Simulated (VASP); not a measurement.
A run of VASP 6.6.1 is set up as follows.

The input INCAR:

```
ALGO = Normal
EDIFF = 1E-7
ENCUT = 520
GGA = PE
ISIF = 2
ISMEAR = -1
LASPH = T
LCHARG = T
LELF = T
LREAL = F
LVHAR = T
LWAVE = F
NBANDS = 12
NELM = 60
PREC = Accurate
SIGMA = 0.1
```

KPOINTS

```
k-points
0
Gamma
  17 17 17
```

File POSCAR:

```
Au
1.0
    0.0000000000      2.0217552472      2.0217552472
    2.0217552472      0.0000000000      2.0217552472
    2.0217552472      2.0217552472      0.0000000000
Au
1
Direct
    0.0000000000      0.0000000000      0.0000000000
```

Potentials or basis: VASP PAW PBE potentials, release 64 (Au).

Launch:

```bash
$ cat potpaw_PBE.64/Au/POTCAR > POTCAR
$ mpirun -np 1 vasp_std > vasp.out
```

Question: What does it give for the pressure?

Answer: 14.5 GPa.
